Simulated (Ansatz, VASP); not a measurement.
## SnO2 in VASP and in Ansatz

```
CELL_PARAMETERS angstrom
1.60227 0.92507 4.87415
-1.60227 0.92507 4.87415
0.00000 -1.85014 4.87415
ATOMIC_POSITIONS crystal
Sn 0.50000 0.50000 0.50000
O 0.24640 0.24640 0.24640
O 0.75360 0.75360 0.75360
```

Alike in both runs: task single point; functional PBE; k mesh 12 × 12 × 12; occupations gaussian, width 0.05 eV; no spin polarisation.

```csv
,VASP,Ansatz
version,VASP 6.6.1,Ansatz 0.2.0
potentials or method,"VASP PAW PBE potentials, release 64 (Sn_d, O), cutoff 520 eV","scalar-relativistic, plane waves, PAW"
valence electrons in the cell,26,26
```

```tsv
	VASP	Ansatz	Ansatz less VASP
gap on the k mesh at the Fermi level (eV)	1.70	1.73	+0.026
least direct gap on the mesh (eV)	1.70	1.73	+0.026
pressure (GPa)	-7.5	-8.0	-0.50
traceless stress, the component that is largest in VASP (GPa)	-6.91	-6.69	+0.215
rms of the force components (eV/Å)	0.856	0.884	+0.0277
```

Atom by atom the forces differ by 0.028 eV/Å (rms over components).
